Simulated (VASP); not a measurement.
# Zn2CrIn3Te8 (a cell with a defect) in VASP: notebook

Zn2CrIn3Te8 (a cell with a defect) is run at these levels: PBE; tasks: single point.

All numbers are computed with VASP 6.6.1; they aren't measurements. Logs are shortened: lines on timing, memory, paths and dates and some standing lists are left out, and cuts for length are marked.

### Step 1. The cell of the first run

The cell holds a defect, 14 atoms: a = 6.122 Å, b = 6.122 Å, c = 12.240 Å, α = 90.00°, β = 90.00°, γ = 90.00°.

### Step 2. Single point, PBE, collinear spin

File INCAR:

```
PREC     = Accurate       # precision mode
ENCUT    = 400            # plane-wave cutoff, eV
EDIFF    = 1E-6           # SCF threshold, eV
ISMEAR   = -1             # smearing method
SIGMA    = 0.05           # smearing width, eV
LREAL    = False          # projectors in reciprocal space
LASPH    = True           # aspherical terms in the spheres
NELM     = 200            # most SCF steps
ALGO     = Normal         # electronic algorithm
ISIF     = 2              # what is computed and relaxed
LWAVE    = False          # write WAVECAR
LCHARG   = True           # write CHGCAR
ISPIN    = 2              # spin polarisation
MAGMOM   = 3.41 0.01 0 0.01 0.02 0 -0.08 -0.01 -0.08 -0.01 -0.01 -0.08 -0.01 -0.08 # initial moments
LORBIT   = 11             # projections on sites
LMAXMIX  = 4              # l up to which the mixer works
GGA      = PE             # functional
LELF     = True           # ELF
LVHAR    = True         
NBANDS   = 78             # bands
GGA_COMPAT= False
```

File KPOINTS:

```
Automatic mesh
0
Gamma
  2 2 1
```

File POSCAR:

```
Zn2CrIn3Te8
1.0
    6.1220000000      0.0000000000      0.0000000000
    0.0000000000      6.1220000000      0.0000000000
    0.0000000000      0.0000000000     12.2400000000
Cr In Zn Te
1 3 2 8
Direct
    0.5000000000      0.5000000000      0.0000000000
    0.0000000000      0.5000000000      0.2500000000
    0.0000000000      0.0000000000      0.5000000000
    0.5000000000      0.0000000000      0.7500000000
    0.0000000000      0.0000000000      0.0000000000
    0.5000000000      0.5000000000      0.5000000000
    0.2500000000      0.2500000000      0.1250000000
    0.7500000000      0.2500000000      0.3750000000
    0.7500000000      0.7500000000      0.1250000000
    0.2500000000      0.7500000000      0.3750000000
    0.7500000000      0.7500000000      0.6250000000
    0.2500000000      0.7500000000      0.8750000000
    0.2500000000      0.2500000000      0.6250000000
    0.7500000000      0.2500000000      0.8750000000
```

Potentials or basis: VASP PAW PBE potentials, release 64 (Cr_pv, In_d, Zn, Te).

Started as:

```bash
> cat potpaw_PBE.64/Cr_pv/POTCAR potpaw_PBE.64/In_d/POTCAR potpaw_PBE.64/Zn/POTCAR potpaw_PBE.64/Te/POTCAR > POTCAR
> mpirun -np 1 vasp_std > vasp.out
```

OUTCAR:

```text
PREC = Accurate
   ENCUT = 400
   EDIFF = 1E-6
   ISMEAR = -1
   LREAL = False
   LASPH = True
   NELM = 200
   ISIF = 2
   ISPIN = 2
   LORBIT = 11
   GGA = PE

 ion  position               nearest neighbor table
   1  0.500  0.500  0.000-   7 2.65   9 2.65  12 2.65  14 2.65
   2  0.000  0.500  0.250-   7 2.65   8 2.65   9 2.65  10 2.65
   3  0.000  0.000  0.500-   8 2.65  10 2.65  11 2.65  13 2.65
   4  0.500  0.000  0.750-  11 2.65  12 2.65  13 2.65  14 2.65
   5  0.000  0.000  0.000-   7 2.65   9 2.65  12 2.65  14 2.65
   6  0.500  0.500  0.500-   8 2.65  10 2.65  11 2.65  13 2.65
   7  0.250  0.250  0.125-   1 2.65   2 2.65   5 2.65
   8  0.750  0.250  0.375-   2 2.65   3 2.65   6 2.65
   9  0.750  0.750  0.125-   1 2.65   2 2.65   5 2.65
  10  0.250  0.750  0.375-   2 2.65   3 2.65   6 2.65
  11  0.750  0.750  0.625-   3 2.65   4 2.65   6 2.65
  12  0.250  0.750  0.875-   1 2.65   4 2.65   5 2.65
  13  0.250  0.250  0.625-   3 2.65   4 2.65   6 2.65
  14  0.750  0.250  0.875-   1 2.65   4 2.65   5 2.65

  LATTYP: Found a simple tetragonal cell.
 ALAT       =     6.1220000000
 C/A-ratio  =     1.9993466188

  Lattice vectors:

 A1 = (   6.1220000000,   0.0000000000,   0.0000000000)
 A2 = (   0.0000000000,   6.1220000000,   0.0000000000)
 A3 = (   0.0000000000,   0.0000000000,  12.2400000000)

Analysis of symmetry for initial positions (statically):
=====================================================================
 Subroutine PRICEL returns:
 Original cell was already a primitive cell.

 Routine SETGRP: Setting up the symmetry group for a
 simple tetragonal supercell.

 Subroutine GETGRP returns: Found  4 space group operations
 (whereof  4 operations were pure point group operations)
 out of a pool of 16 trial point group operations.

The static configuration has the point symmetry S_4 .

Analysis of symmetry for dynamics (positions and initial velocities):
=====================================================================
 Subroutine PRICEL returns:
 Original cell was already a primitive cell.

 Routine SETGRP: Setting up the symmetry group for a
 simple tetragonal supercell.

 Subroutine GETGRP returns: Found  4 space group operations
 (whereof  4 operations were pure point group operations)
 out of a pool of 16 trial point group operations.

The dynamic configuration has the point symmetry S_4 .

Analysis of structural, dynamic, and magnetic symmetry:
=====================================================================
 Subroutine PRICEL returns:
 Original cell was already a primitive cell.

 Routine SETGRP: Setting up the symmetry group for a
 simple tetragonal supercell.

 Subroutine GETGRP returns: Found  4 space group operations
 (whereof  4 operations were pure point group operations)
 out of a pool of 16 trial point group operations.

The overall configuration has the point symmetry S_4 .

 Subroutine INISYM returns: Found  4 space group operations
 (whereof  4 operations are pure point group operations),
 and found     1 'primitive' translations

----------------------------------------------------------------------------------------

                                     Primitive cell

  volume of cell :     458.7415

  direct lattice vectors                    reciprocal lattice vectors
     6.122000000  0.000000000  0.000000000     0.163345312  0.000000000  0.000000000
     0.000000000  6.122000000  0.000000000     0.000000000  0.163345312  0.000000000
     0.000000000  0.000000000 12.240000000     0.000000000  0.000000000  0.081699346

  length of vectors
     6.122000000  6.122000000 12.240000000     0.163345312  0.163345312  0.081699346

  position of ions in fractional coordinates (direct lattice)
     0.500000000  0.500000000  0.000000000
     0.000000000  0.500000000  0.250000000
     0.000000000  0.000000000  0.500000000
     0.500000000  0.000000000  0.750000000
     0.000000000  0.000000000  0.000000000
     0.500000000  0.500000000  0.500000000
     0.250000000  0.250000000  0.125000000
     0.750000000  0.250000000  0.375000000
     0.750000000  0.750000000  0.125000000
     0.250000000  0.750000000  0.375000000
[... 74 lines left out ...]
   NSW    =      0    number of steps for IOM
   IBRION =     -1    ionic relax: 0-MD 1-quasi-New 2-CG
   NFREE  =      0    steps in history (QN), initial steepest desc. (CG)
   ISIF   =      2    stress and relaxation
   ISYM   =      2    0-nonsym 1-usesym 2-fastsym
   POTIM  = 0.5000    time-step for ionic-motion
   TEBEG  =    0.0;   TEEND  =   0.0 temperature during run
   PSTRESS=    0.0 pullay stress
   NELECT =     123.0000    total number of electrons
   NUPDOWN=      -1.0000    fix difference up-down
   EMIN   =  10.00;   EMAX   =-10.00  energy-range for DOS
   EFERMI =   0.00;   METHOD = LEGACY
   ISMEAR =    -1;   SIGMA  =   0.05  broadening in eV -4-tet -1-fermi 0-gaus
   EFERMI_NEDOS =   21; number of points for ismear=-14 and -15
   IALGO  =     38    algorithm
   IMIX   =      4    mixing-type and parameters
     AMIX     =   0.40;   BMIX     =  1.00
     AMIX_MAG =   1.60;   BMIX_MAG =  1.00
  volume/ion in A,a.u.               =      32.77       221.12
  Fermi-wavevector in a.u.,A,eV,Ry     =   1.055651  1.994892 15.162330  1.114400
  Thomas-Fermi vector in A             =   2.190858
   LORBIT       =     11    0 simple, 1 ext, 2 COOP (PROOUT), +10 PAW based schemes
   GGA     = PE    functional components
   LHFCALC =     F    Hartree Fock is set to
   AEXX    =    0.0000 exact exchange contribution
   IVDW    =     0    specifies the selected vdW correction
   LEPSILON=     F    determine dielectric tensor
   LRPA    =     F    only Hartree local field effects (RPA)
 spin polarized calculation
  energy-cutoff  :      400.00
  volume of cell :      458.74
 maximum number of plane-waves:      8420
 NGX is ok and might be reduce to    40
   NGX = 19   NGY = 19   NGZ = 39

 number of electron     123.0000083 magnetization       2.9994566

 Free energy of the ion-electron system (eV)
  ---------------------------------------------------
  ext. energy  EPLUGINS =         0.00000000
  ---------------------------------------------------
  free energy    TOTEN  =       -46.26085381 eV

  energy without entropy =      -46.22007312  energy(sigma->0) =      -46.24046347

 E-fermi :   4.4363     XC(G=0):  -8.6553

 val. band max:        4.4083575695   @ k =   0.5000   0.0000   0.0000
 cond. band min:       4.4904568126   @ k =   0.5000   0.0000   0.0000
 fundamental gap:      0.0820992432
 Fermi energy:         4.4362848355

 spin component 1

 k-point     1 :       0.0000    0.0000    0.0000
  band No.  band energies     occupation
      1     -39.8021      1.00000
      2     -39.8021      1.00000
      3     -39.7642      1.00000
      4     -10.8246      1.00000
      5     -10.8246      1.00000
      6     -10.7954      1.00000
[... 217 lines left out ...]
     72       8.5147      0.00000
     73       8.5147      0.00000
 Fermi energy:         4.4362848355

 spin component 2

 k-point     1 :       0.0000    0.0000    0.0000
  band No.  band energies     occupation
      1     -36.6267      1.00000
      2     -36.6267      1.00000
      3     -36.4816      1.00000
      4     -10.8249      1.00000
      5     -10.8249      1.00000
      6     -10.7957      1.00000
[... 217 lines left out ...]
     72       8.5181      0.00000
     73       8.5181      0.00000
 [bands above 73 left out]

------------------------ aborting loop because EDIFF is reached ----------------------------------------

  FORCE on cell =-STRESS in cart. coord.  units (eV):
  Direction    XX          YY          ZZ          XY          YZ          ZX
  --------------------------------------------------------------------------------------
  -------------------------------------------------------------------------------------
  Total       17.0230109     17.0230109     15.7606032      0.0000019      0.0000000      0.0000000
  in kB       59.4537006     59.4537006     55.0446796      0.0000066      0.0000000      0.0000000
  external PRESSURE =      57.9840269 kB  Pullay stress =       0.0000000 kB

 VOLUME and BASIS-vectors are now :
 -----------------------------------------------------------------------------
  energy-cutoff  :      400.00
  volume of cell :      458.74
      direct lattice vectors                 reciprocal lattice vectors
     6.122000000  0.000000000  0.000000000     0.163345312  0.000000000  0.000000000
     0.000000000  6.122000000  0.000000000     0.000000000  0.163345312  0.000000000
     0.000000000  0.000000000 12.240000000     0.000000000  0.000000000  0.081699346

 POSITION                                       TOTAL-FORCE (eV/Angst)
 -----------------------------------------------------------------------------------
      3.06100      3.06100      0.00000        -0.000000      0.000000      0.000000
      0.00000      3.06100      3.06000        -0.000000      0.000000     -0.063892
      0.00000      0.00000      6.12000        -0.000000      0.000000      0.000000
      3.06100      0.00000      9.18000        -0.000000     -0.000000      0.063892
      0.00000      0.00000      0.00000        -0.000000      0.000000      0.000000
      3.06100      3.06100      6.12000        -0.000000     -0.000000      0.000000
      1.53050      1.53050      1.53000         1.040352     -0.786976     -0.723790
      4.59150      1.53050      4.59000        -1.751780     -0.238684     -0.267558
      4.59150      4.59150      1.53000        -1.040352      0.786976     -0.723790
      1.53050      4.59150      4.59000         1.751780      0.238684     -0.267558
      4.59150      4.59150      7.65000         0.238684     -1.751780      0.267558
      1.53050      4.59150     10.71000        -0.786976     -1.040352      0.723790
      1.53050      1.53050      7.65000        -0.238684      1.751780      0.267558
      4.59150      1.53050     10.71000         0.786976      1.040352      0.723790
 -----------------------------------------------------------------------------------
    total drift:                               -0.000000     -0.000000     -0.000000

  FREE ENERGIE OF THE ION-ELECTRON SYSTEM (eV)
  ---------------------------------------------------
  free  energy   TOTEN  =       -46.2608538125 eV

  energy  without entropy=      -46.2200731231  energy(sigma->0) =      -46.24046347

 total charge

# of ion       s       p       d       tot
------------------------------------------
    1        0.275   6.186   4.102  10.562
    2        0.852   0.832   9.910  11.593
    3        0.843   0.827   9.913  11.582
    4        0.852   0.832   9.910  11.593
    5        0.552   0.418   9.757  10.727
    6        0.546   0.422   9.760  10.728
    7        1.361   2.064   0.028   3.453
    8        1.362   2.095   0.028   3.485
    9        1.361   2.064   0.028   3.453
   10        1.362   2.095   0.028   3.485
   11        1.362   2.095   0.028   3.485
   12        1.361   2.064   0.028   3.453
   13        1.362   2.095   0.028   3.485
   14        1.361   2.064   0.028   3.453
--------------------------------------------------
tot         14.809  26.153  53.572  94.535

 magnetization (x)

# of ion       s       p       d       tot
------------------------------------------
    1        0.039   0.028   3.133   3.199
    2        0.010   0.011  -0.003   0.018
    3        0.001   0.001  -0.001   0.000
    4        0.010   0.011  -0.003   0.018
    5        0.016   0.009  -0.006   0.019
    6        0.002  -0.001  -0.001  -0.001
    7       -0.002  -0.097   0.007  -0.093
    8       -0.000  -0.014   0.000  -0.015
    9       -0.002  -0.097   0.007  -0.093
   10       -0.000  -0.014   0.000  -0.015
   11       -0.000  -0.014   0.000  -0.015
   12       -0.002  -0.097   0.007  -0.093
   13       -0.000  -0.014   0.000  -0.015
   14       -0.002  -0.097   0.007  -0.093
--------------------------------------------------
tot          0.070  -0.389   3.145   2.825
```

Wall time 9.1 min (1 thread of Intel Xeon 8259CL, shared host); peak memory 0.52 GiB.

What came out:

```yaml
Free_energy: -46.2609 eV
Pressure: 5.8 GPa
Largest_force: 1.788 eV/Å
Band_gap_on_the_k_mesh: zero (filled and empty bands overlap)
Net_moment: 3.00 μB per cell
Site_moments: Cr +3.20; In +0.02, +0.00 (each value once); Zn +0.02, -0.00; Te -0.09, -0.01 (each value once) μB
Valence_electrons_inside_the_program's_atomic_spheres: Cr 10.56; In 11.59, 11.58 (each value once); Zn 10.73; Te 3.45, 3.48 (each value once)
```

Forces in eV/Å, atoms in the order of the input:
```
Cr   0.000  0.000  0.000
In   0.000  0.000 -0.064
In   0.000  0.000  0.000
In   0.000  0.000  0.064
Zn   0.000  0.000  0.000
Zn   0.000  0.000  0.000
Te   1.040 -0.787 -0.724
Te  -1.752 -0.239 -0.268
Te  -1.040  0.787 -0.724
Te   1.752  0.239 -0.268
Te   0.239 -1.752  0.268
Te  -0.787 -1.040  0.724
Te  -0.239  1.752  0.268
Te   0.787  1.040  0.724
```

Caveat: the k points lie up to 0.51 Å⁻¹ apart; spin-orbit coupling is left out, which moves the levels of the heavy elements.

### Step 3. Single point, PBE, collinear spin, ferromagnetic start

File INCAR:

```
SYSTEM = Zn2CrIn3Te8
PREC     = Accurate       ! precision mode
ENCUT    = 400            ! plane-wave cutoff, eV
EDIFF    = 1E-6           ! SCF threshold, eV
ISMEAR   = -1             ! smearing method
SIGMA    = 0.05           ! smearing width, eV
LREAL    = .False.        ! projectors in reciprocal space
LASPH    = .True.         ! aspherical terms in the spheres
NELM     = 200            ! most SCF steps
ALGO     = Normal         ! electronic algorithm
ISIF     = 2              ! what is computed and relaxed
LWAVE    = .False.        ! write WAVECAR
LCHARG   = .False.        ! write CHGCAR
ISPIN    = 2              ! spin polarisation
MAGMOM   = 0.6 0 0 0 0 0 0 0 0 0 0 0 0 0 ! initial moments
LORBIT   = 11             ! projections on sites
LMAXMIX  = 4              ! l up to which the mixer works
GGA      = PE             ! functional
NBANDS   = 78             ! bands
GGA_COMPAT= .False.
```

File KPOINTS:

```
Automatic mesh
0
Gamma
  2 2 1
  0 0 0
```

POSCAR is that of step 2.

Potentials or basis: VASP PAW PBE potentials, release 64 (Cr_pv, In_d, Zn, Te).

Started as:

```bash
> cat potpaw_PBE.64/Cr_pv/POTCAR potpaw_PBE.64/In_d/POTCAR potpaw_PBE.64/Zn/POTCAR potpaw_PBE.64/Te/POTCAR > POTCAR
> mpirun -np 1 vasp_std > vasp.out
```

Wall time 10 min (1 thread of Intel Xeon 8259CL, shared host); peak memory 0.52 GiB.

It converged, with:

```yaml
Free_energy: -46.2609 eV
Pressure: 5.8 GPa
Largest_force: 1.788 eV/Å
Band_gap_on_the_k_mesh: zero (filled and empty bands overlap)
Net_moment: 3.00 μB per cell
Site_moments: Cr +3.20; In +0.02, +0.00 (each value once); Zn +0.02, -0.00; Te -0.09, -0.01 (each value once) μB
Valence_electrons_inside_the_program's_atomic_spheres: Cr 10.56; In 11.59, 11.58 (each value once); Zn 10.73; Te 3.45, 3.48 (each value once)
```

Forces on the atoms (eV/Å):
```
Cr   0.000  0.000  0.000
In   0.000  0.000 -0.064
In   0.000  0.000  0.000
In   0.000  0.000  0.064
Zn   0.000  0.000  0.000
Zn   0.000  0.000  0.000
Te   1.041 -0.787 -0.724
Te  -1.752 -0.239 -0.268
Te  -1.041  0.787 -0.724
Te   1.752  0.239 -0.268
Te   0.239 -1.752  0.268
Te  -0.787 -1.041  0.724
Te  -0.239  1.752  0.268
Te   0.787  1.041  0.724
```

Stress tensor (GPa, compression positive):
```
5.96 0.00 0.00
0.00 5.96 0.00
0.00 0.00 5.52
```

Levels at points of the mesh, in eV from the Fermi level:
Spin up:
| k point | band 58 | band 59 | band 60 | band 61 | band 62 | band 63 | band 64 | band 65 | band 66 | band 67 |
| --- | --- | --- | --- | --- | --- | --- | --- | --- | --- | --- |
| (0.00, 0.00, 0.00) | -1.26 | -1.26 | -1.15 | -0.94 | -0.94 | 0.31 | 0.38 | 0.38 | 1.06 | 1.81 |
| (0.50, 0.00, 0.00) | -1.42 | -1.32 | -1.17 | -1.14 | -0.52 | -0.44 | -0.03 | 0.05 | 2.21 | 2.26 |
| (0.50, 0.50, 0.00) | -1.11 | -0.90 | -0.86 | -0.51 | -0.37 | 0.13 | 0.13 | 0.13 | 1.11 | 1.60 |
Spin down:
```tsv
k point	band 58	band 59	band 60	band 61	band 62	band 63
(0.00, 0.00, 0.00)	-0.76	-0.68	-0.68	0.85	1.10	1.24
(0.50, 0.00, 0.00)	-1.24	-1.02	-1.02	1.37	1.46	1.71
(0.50, 0.50, 0.00)	-0.88	-0.84	-0.76	0.94	1.50	1.60
```

Caveat: the k points lie up to 0.51 Å⁻¹ apart; spin-orbit coupling is left out, which moves the levels of the heavy elements.

The gap in the log of VASP goes by the Fermi energy; the results here count the filled bands.